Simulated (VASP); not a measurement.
Wanted: the native input for a VASP 6.6.1 run.

```
Task                   : single point
Functional             : PBE
Potentials or basis    : VASP PAW PBE potentials, release 64 (Mg, O)
Cutoff                 : 520 eV
k mesh                 : 15 × 15 × 15
Occupations            : fermi-dirac, width 0.08 eV
Spin                   : no spin polarisation
Dipole correction      : no
Further INCAR settings : ALGO = Normal; EDIFF = 1e-06; NBANDS = 11
```

The structure of MgO (CsCl type) lies in POSCAR:

```
MgO
1.0
    2.6055749781      0.0000000000      0.0000000000
    0.0000000000      2.6055749781      0.0000000000
    0.0000000000      0.0000000000      2.6055749781
Mg O
1 1
Direct
    0.0000000000      0.0000000000      0.0000000000
    0.5000000000      0.5000000000      0.5000000000
```

This cell differs from its parent crystal: volume scaled by 0.94.

One way to write it, as run:

INCAR

```
PREC = Accurate
ENCUT = 520
EDIFF = 1E-6
ISMEAR = -1
SIGMA = 0.08
LREAL = False
LASPH = True
NELM = 100
ALGO = Normal
ISIF = 2
LWAVE = False
LCHARG = True
GGA = PE
LELF = True
LVHAR = True
NBANDS = 11
```

KPOINTS

```
Automatic mesh
0
Gamma
  15 15 15
```

Potentials or basis: VASP PAW PBE potentials, release 64 (Mg, O).

Run with:

```bash
$ cat potpaw_PBE.64/Mg/POTCAR potpaw_PBE.64/O/POTCAR > POTCAR
$ mpirun -np 1 vasp_std > vasp.out
```

Results of the run:

- Pressure: 9.0 GPa
- Band gap on the k mesh: 2.83 eV, indirect (least direct gap 3.86 eV)

Wall time 26 s on 1 thread of AMD EPYC 7R13 (shared host), peak memory 0.14 GiB.
